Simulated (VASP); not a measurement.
# Si8GeO16 (a cell with a defect) in VASP: single point with PBE

Aim: the single point of Si8GeO16 (a cell with a defect) with PBE.

All numbers are computed with VASP 6.6.1; they aren't measurements. Logs are shortened: lines on timing, memory, paths and dates and some standing lists are left out, and cuts for length are marked.

## Step 1: The cell of the first run

The cell holds a defect, 25 atoms: a = 7.051 Å, b = 7.051 Å, c = 6.977 Å, α = 90.00°, β = 90.00°, γ = 90.00°.

## Step 2: Single point, PBE

INCAR

```
PREC = Accurate ; ENCUT = 520
EDIFF = 1E-7 ; ISMEAR = -1
SIGMA = 0.02 ; LREAL = Auto
LASPH = T ; NELM = 100
ALGO = Normal ; ISIF = 2
LWAVE = F ; LCHARG = F
GGA = PE ; NBANDS = 89
```

KPOINTS

```
regular mesh
0
Gamma
  2 2 2
```

POSCAR

```
Si8GeO16
1.0
   -4.9860000000     -4.9860000000      0.0000000000
    4.9860000000     -4.9860000000      0.0000000000
    0.0000000000      0.0000000000      6.9770000000
Si O Ge
8 16 1
Direct
    0.1819470798      0.4843693607     -0.0152035603
    0.0078126832      0.2030928427      0.2737261392
    0.7757992188      0.5296910422      0.4785511971
    0.0100385684      0.7738131599      0.7265786620
    0.7296563241      0.0102588143      0.0084173340
    0.4920448635      0.7076574040      0.2251192739
    0.3122855413     -0.0116354539      0.5265465543
    0.5213022094      0.2904679599      0.7507870262
    0.3100580499      0.6047331399      0.1314745255
    0.9417544348      0.3687306666      0.4296861335
    0.6574181583      0.4514973668      0.6614148937
    0.0122930395      0.6170867653      0.9089349997
    0.8576351983      0.7347264814      0.5418116182
    0.6542656148      0.5533230306      0.2819084976
    0.0909141848      0.2995626107      0.0818056642
    0.3205564756      0.4024478085      0.8101144751
    0.8334392750      0.0684966166      0.2109623162
    0.4176753225      0.8038825154      0.4275443468
    0.1890761191      0.9332892358      0.7133480891
    0.6144823642      0.2020060589      0.9412666008
    0.4818570338      0.1295484533      0.5903485245
    0.1755160467      0.0767134885      0.3639705657
    0.5663290868      0.8577627522      0.0698395744
    0.8631056061      0.9322675751      0.8417440427
    0.2301923514      0.5317909844      0.5336158860
```

Potentials or basis: VASP PAW PBE potentials, release 64 (Si, O, Ge_d).

Launch:

```console
> cat potpaw_PBE.64/Si/POTCAR potpaw_PBE.64/O/POTCAR potpaw_PBE.64/Ge_d/POTCAR > POTCAR
> mpirun -np 1 vasp_std > vasp.out
```

OUTCAR:

```text
PREC = Accurate
   ENCUT = 520
   EDIFF = 1E-7
   ISMEAR = -1
   LREAL = Auto
   LASPH = T
   NELM = 100
   ISIF = 2
   GGA = PE

 ion  position               nearest neighbor table
   1  0.182  0.484  0.985-  15 1.60   9 1.61  12 1.61  16 1.67   4 2.98   2 3.08
   2  0.008  0.203  0.274-  22 1.61  15 1.61  17 1.61  10 1.66   5 3.02   1 3.08
   3  0.776  0.530  0.479-  13 1.62  11 1.62  14 1.63  10 1.67   4 2.95   6 2.95   8 3.11
   4  0.010  0.774  0.727-  12 1.69  19 1.69  13 1.70  24 1.72  25 2.67   3 2.95   7 2.96   1 2.98

   5  0.730  0.010  0.008-  24 1.59  23 1.63  17 1.64  20 1.65   2 3.02   8 3.05   6 3.11
   6  0.492  0.708  0.225-  23 1.60   9 1.61  14 1.63  18 1.65   3 2.95   5 3.11
   7  0.312  0.988  0.527-  19 1.61  22 1.61  21 1.62  18 1.65   4 2.96   8 3.03
   8  0.521  0.290  0.751-  20 1.61  11 1.61  21 1.62  16 1.67   7 3.03   5 3.05   3 3.11
   9  0.310  0.605  0.131-   1 1.61   6 1.61
  10  0.942  0.369  0.430-   2 1.66   3 1.67
  11  0.657  0.451  0.661-   8 1.61   3 1.62
  12  0.012  0.617  0.909-   1 1.61   4 1.69
  13  0.858  0.735  0.542-   3 1.62   4 1.70
  14  0.654  0.553  0.282-   3 1.63   6 1.63
  15  0.091  0.300  0.082-   1 1.60   2 1.61
  16  0.321  0.402  0.810-   1 1.67   8 1.67  25 2.23
  17  0.833  0.068  0.211-   2 1.61   5 1.64
  18  0.418  0.804  0.428-   7 1.65   6 1.65
  19  0.189  0.933  0.713-   7 1.61   4 1.69
  20  0.614  0.202  0.941-   8 1.61   5 1.65
  21  0.482  0.130  0.590-   8 1.62   7 1.62
  22  0.176  0.077  0.364-   2 1.61   7 1.61
  23  0.566  0.858  0.070-   6 1.60   5 1.63
  24  0.863  0.932  0.842-   5 1.59   4 1.72
  25  0.230  0.532  0.534-  16 2.23   4 2.67

  LATTYP: Found a simple tetragonal cell.
 ALAT       =     7.0512688220
 C/A-ratio  =     0.9894673109

  Lattice vectors:

 A1 = (  -4.9860000000,  -4.9860000000,   0.0000000000)
 A2 = (   4.9860000000,  -4.9860000000,   0.0000000000)
 A3 = (   0.0000000000,   0.0000000000,   6.9770000000)

Analysis of symmetry for initial positions (statically):
=====================================================================
 Subroutine PRICEL returns:
 Original cell was already a primitive cell.

 Routine SETGRP: Setting up the symmetry group for a
 simple tetragonal supercell.

 Subroutine GETGRP returns: Found  1 space group operations
 (whereof  1 operations were pure point group operations)
 out of a pool of 16 trial point group operations.

The static configuration has the point symmetry C_1 .

Analysis of symmetry for dynamics (positions and initial velocities):
=====================================================================
 Subroutine PRICEL returns:
 Original cell was already a primitive cell.

 Routine SETGRP: Setting up the symmetry group for a
 simple tetragonal supercell.

 Subroutine GETGRP returns: Found  1 space group operations
 (whereof  1 operations were pure point group operations)
 out of a pool of 16 trial point group operations.

The dynamic configuration has the point symmetry C_1 .

 Subroutine INISYM returns: Found  1 space group operations
 (whereof  1 operations are pure point group operations),
 and found     1 'primitive' translations

----------------------------------------------------------------------------------------

                                     Primitive cell

  volume of cell :     346.8992

  direct lattice vectors                    reciprocal lattice vectors
    -4.986000000 -4.986000000  0.000000000    -0.100280786 -0.100280786  0.000000000
     4.986000000 -4.986000000  0.000000000     0.100280786 -0.100280786  0.000000000
     0.000000000  0.000000000  6.977000000     0.000000000  0.000000000  0.143328078

  length of vectors
     7.051268822  7.051268822  6.977000000     0.141818448  0.141818448  0.143328078

  position of ions in fractional coordinates (direct lattice)
     0.181947080  0.484369361  0.984796440
     0.007812683  0.203092843  0.273726139
     0.775799219  0.529691042  0.478551197
     0.010038568  0.773813160  0.726578662
     0.729656324  0.010258814  0.008417334
     0.492044863  0.707657404  0.225119274
[... 17 lines left out ...]
     0.863105606  0.932267575  0.841744043
     0.230192351  0.531790984  0.533615886

  ion indices of the primitive-cell ions
   primitive index   ion index
                 1           1
                 2           2
                 3           3
                 4           4
                 5           5
                 6           6
[... 17 lines left out ...]
                24          24
                25          25

----------------------------------------------------------------------------------------

 KPOINTS: regular mesh

Automatic generation of k-mesh.
 Grid dimensions read from file:
 generate k-points for:    2    2    2

 Generating k-lattice:

  Cartesian coordinates                     Fractional coordinates (reciprocal lattice)
    -0.050140393 -0.050140393  0.000000000     0.500000000  0.000000000  0.000000000
     0.050140393 -0.050140393  0.000000000     0.000000000  0.500000000  0.000000000
     0.000000000  0.000000000  0.071664039     0.000000000  0.000000000  0.500000000

  Length of vectors
     0.070909224  0.070909224  0.071664039

  Shift w.r.t. Gamma in fractional coordinates (k-lattice)
     0.000000000  0.000000000  0.000000000

 Subroutine IBZKPT returns following result:
 ===========================================

 Found      8 irreducible k-points:

 Following reciprocal coordinates:
            Coordinates               Weight
  0.000000  0.000000  0.000000      1.000000
  0.500000  0.000000  0.000000      1.000000
  0.000000  0.500000  0.000000      1.000000
  0.500000  0.500000  0.000000      1.000000
  0.000000  0.000000  0.500000      1.000000
  0.500000  0.000000  0.500000      1.000000
  0.000000  0.500000  0.500000      1.000000
  0.500000  0.500000  0.500000      1.000000
   k-points           NKPTS =      8   k-points in BZ     NKDIM =      8   number of bands    NBANDS=     89
   number of dos      NEDOS =    301   number of ions     NIONS =     25
   total plane-waves  NPLWV = 157464
   dimension x,y,z NGX =    54 NGY =   54 NGZ =   54
   dimension x,y,z NGXF=   108 NGYF=  108 NGZF=  108
   ions per type =               8  16   1
   NGX,Y,Z   is equivalent  to a cutoff of  12.73, 12.73, 12.87 a.u.
   NGXF,Y,Z  is equivalent  to a cutoff of  25.46, 25.46, 25.73 a.u.
 SYSTEM =  unknown system
   PREC   = accura    normal or accurate (medium, high low for compatibility)
   ISTART =      0    job   : 0-new  1-cont  2-samecut
   ICHARG =      2    charge: 1-file 2-atom 10-const
   ISPIN  =      1    spin polarized calculation?
   LNONCOLLINEAR =      F non collinear calculations
   LSORBIT =      F    spin-orbit coupling
   LASPH  =      T    aspherical Exc in radial PAW
   ENCUT  =  520.0 eV  38.22 Ry    6.18 a.u.  13.11 13.11 12.97*2*pi/ulx,y,z
   NELM   =    100;   NELMIN=  2; NELMDL= -5     # of ELM steps
   EDIFF  = 0.1E-06   stopping-criterion for ELM
   LREAL  =      T    real-space projection
   EDIFFG = 0.1E-05   stopping-criterion for IOM
   NSW    =      0    number of steps for IOM
   IBRION =     -1    ionic relax: 0-MD 1-quasi-New 2-CG
   NFREE  =      0    steps in history (QN), initial steepest desc. (CG)
   ISIF   =      2    stress and relaxation
   ISYM   =      2    0-nonsym 1-usesym 2-fastsym
   POTIM  = 0.5000    time-step for ionic-motion
   TEBEG  =    0.0;   TEEND  =   0.0 temperature during run
   PSTRESS=    0.0 pullay stress
   NELECT =     142.0000    total number of electrons
   NUPDOWN=      -1.0000    fix difference up-down
   EMIN   =  10.00;   EMAX   =-10.00  energy-range for DOS
   EFERMI =   0.00;   METHOD = LEGACY
   ISMEAR =    -1;   SIGMA  =   0.02  broadening in eV -4-tet -1-fermi 0-gaus
   EFERMI_NEDOS =   21; number of points for ismear=-14 and -15
   IALGO  =     38    algorithm
   IMIX   =      4    mixing-type and parameters
     AMIX     =   0.40;   BMIX     =  1.00
     AMIX_MAG =   1.60;   BMIX_MAG =  1.00
  volume/ion in A,a.u.               =      13.88        93.64
  Fermi-wavevector in a.u.,A,eV,Ry     =   1.215542  2.297041 20.103174  1.477542
  Thomas-Fermi vector in A             =   2.350925
   LORBIT       =      0    0 simple, 1 ext, 2 COOP (PROOUT), +10 PAW based schemes
   GGA     = PE    functional components
   LHFCALC =     F    Hartree Fock is set to
   AEXX    =    0.0000 exact exchange contribution
   IVDW    =     0    specifies the selected vdW correction
   LEPSILON=     F    determine dielectric tensor
   LRPA    =     F    only Hartree local field effects (RPA)
 non-spin polarized calculation
  energy-cutoff  :      520.00
  volume of cell :      346.90
 maximum number of plane-waves:      9368
 NGX is ok and might be reduce to    54
   NGX = 27   NGY = 27   NGZ = 25

 number of electron     141.9999983 magnetization

 Free energy of the ion-electron system (eV)
  ---------------------------------------------------
  ext. energy  EPLUGINS =         0.00000000
  ---------------------------------------------------
  free energy    TOTEN  =      -189.54084843 eV

  energy without entropy =     -189.54084843  energy(sigma->0) =     -189.54084843

 E-fermi :   4.7393     XC(G=0):  -8.8610

 val. band max:        4.2832683686   @ k =   0.0000   0.0000   0.0000
 cond. band min:       6.0490613970   @ k =   0.5000   0.0000   0.5000
 fundamental gap:      1.7657930284
 Fermi energy:         4.7393346864

 k-point     1 :       0.0000    0.0000    0.0000
  band No.  band energies     occupation
      1     -20.6671      2.00000
      2     -20.6499      2.00000
      3     -20.3046      2.00000
      4     -20.2984      2.00000
      5     -20.1942      2.00000
      6     -18.8374      2.00000
[... 75 lines left out ...]
     82      10.0026      0.00000
     83      10.1922      0.00000

 k-point     2 :       0.5000    0.0000    0.0000
  band No.  band energies     occupation
      1     -20.6672      2.00000
      2     -20.6499      2.00000
      3     -20.3045      2.00000
      4     -20.2983      2.00000
      5     -20.1941      2.00000
      6     -18.6944      2.00000
[... 508 lines left out ...]
 k-point     8 :       0.5000    0.5000    0.5000
  band No.  band energies     occupation
      1     -20.6671      2.00000
      2     -20.6499      2.00000
      3     -20.3045      2.00000
      4     -20.2981      2.00000
      5     -20.1937      2.00000
      6     -18.5688      2.00000
[... 75 lines left out ...]
     82       9.8366      0.00000
     83       9.9023      0.00000
 [bands above 83 left out]

------------------------ aborting loop because EDIFF is reached ----------------------------------------

  FORCE on cell =-STRESS in cart. coord.  units (eV):
  Direction    XX          YY          ZZ          XY          YZ          ZX
  --------------------------------------------------------------------------------------
  -------------------------------------------------------------------------------------
  Total        3.0652411     10.6917881      7.2695663      0.5749678      1.8717335     -4.9970627
  in kB       14.1570236     49.3807475     33.5749844      2.6555278      8.6447279    -23.0792723
  external PRESSURE =      32.3709185 kB  Pullay stress =       0.0000000 kB

 VOLUME and BASIS-vectors are now :
 -----------------------------------------------------------------------------
  energy-cutoff  :      520.00
  volume of cell :      346.90
      direct lattice vectors                 reciprocal lattice vectors
    -4.986000000 -4.986000000  0.000000000    -0.100280786 -0.100280786  0.000000000
     4.986000000 -4.986000000  0.000000000     0.100280786 -0.100280786  0.000000000
     0.000000000  0.000000000  6.977000000     0.000000000  0.000000000  0.143328078

 POSITION                                       TOTAL-FORCE (eV/Angst)
 -----------------------------------------------------------------------------------
      1.50788     -3.32225      6.87092        -0.023224      0.009446      0.012720
      0.97367     -1.05157      1.90979        -0.027764     -0.004740      0.008753
     -1.22710     -6.50917      3.33885        -0.023267      0.022226      0.010214
      3.80818     -3.90828      5.06934         0.047147     -0.000986      0.019063
     -3.58692     -3.68922      0.05873         0.031852      0.021041      0.019676
      1.07504     -5.98172      1.57066         0.009575      0.028517     -0.019076
[... 17 lines left out ...]
      0.34484     -8.95173      5.87285        -0.040513      0.001070     -0.020821
      1.50377     -3.79925      3.72304         0.000334      0.000317     -0.011603
 -----------------------------------------------------------------------------------
    total drift:                               -0.004550     -0.000201      0.005094

  FREE ENERGIE OF THE ION-ELECTRON SYSTEM (eV)
  ---------------------------------------------------
  free  energy   TOTEN  =      -189.5408484308 eV

  energy  without entropy=     -189.5408484308  energy(sigma->0) =     -189.54084843
```

Wall time 4.7 min (1 thread of Intel Xeon Platinum 8488C (Sapphire Rapids), shared host); peak memory 0.47 GiB.

Results:

| Item | Value |
| --- | --- |
| Free energy | -189.5408 eV |
| Pressure | 3.2 GPa |
| Largest force | 0.051 eV/Å |
| Band gap on the k mesh | 1.77 eV |

Forces in eV/Å, atoms in the order of the input:
```
Si  -0.023  0.009  0.013
Si  -0.028 -0.005  0.009
Si  -0.023  0.022  0.010
Si   0.047 -0.001  0.019
Si   0.032  0.021  0.020
Si   0.010  0.029 -0.019
Si  -0.021 -0.022 -0.035
Si   0.032 -0.022 -0.002
O   -0.008 -0.002 -0.012
O    0.007 -0.002 -0.005
O   -0.004  0.000 -0.003
O    0.028  0.002 -0.015
O    0.009 -0.035 -0.002
O   -0.002  0.002 -0.006
O    0.002 -0.011  0.011
O   -0.012 -0.007  0.016
O    0.003  0.009 -0.010
O    0.011 -0.001 -0.008
O    0.002  0.020  0.023
O   -0.011  0.003  0.005
O    0.000  0.008  0.004
O   -0.001  0.000  0.017
O   -0.008 -0.020  0.003
O   -0.041  0.001 -0.021
Ge   0.000  0.000 -0.012
```

Stress tensor (GPa, compression positive):
```
 1.42  0.27 -2.31
 0.27  4.94  0.86
-2.31  0.86  3.36
```

Caveat: the k points lie up to 0.45 Å⁻¹ apart.
